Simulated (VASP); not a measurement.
Write the native input for VASP 6.6.1 that does the following.

```yaml
Task: single point
Functional: PBE
Potentials_or_basis: VASP PAW PBE potentials, release 64 (Mg, O)
Cutoff: 520 eV
k_mesh: 15 × 15 × 15
Occupations: fermi-dirac, width 0.05 eV
Spin: no spin polarisation
Dipole_correction: no
Further_INCAR_settings: ALGO = Normal; EDIFF = 1e-06; NBANDS = 11
```

The structure of MgO (zincblende type) lies in POSCAR:

```
MgO
1.0
    0.0000000000      2.1406054349      2.1406054349
    2.1406054349      0.0000000000      2.1406054349
    2.1406054349      2.1406054349      0.0000000000
Mg O
1 1
Direct
    0.0000000000      0.0000000000      0.0000000000
    0.2500000000      0.2500000000      0.2500000000
```

This cell differs from its parent crystal: volume scaled by 0.8.

These files were run (other wordings do the same):

INCAR

```
ALGO = Normal
EDIFF = 1E-6
ENCUT = 520
GGA = PE
ISIF = 2
ISMEAR = -1
LASPH = True
LCHARG = False
LREAL = False
LWAVE = False
NBANDS = 11
NELM = 80
PREC = Accurate
SIGMA = 0.05
```

KPOINTS

```
k-points
0
Gamma
  15 15 15
```

Potentials or basis: VASP PAW PBE potentials, release 64 (Mg, O).

Run with:

```console
$ cat potpaw_PBE.64/Mg/POTCAR potpaw_PBE.64/O/POTCAR > POTCAR
$ mpirun -np 1 vasp_std > vasp.out
```

Results of the run:

```json
{"Pressure": "40.2 GPa", "Band gap on the k mesh": "4.83 eV, indirect (the least direct gap lies 4.6 meV higher)"}
```

It took 17 s on 1 thread of Intel(R) Xeon(R) Platinum 8259CL CPU @ 2.50GHz (Skylake/Cascade Lake) (shared host), peak memory 0.16 GiB.
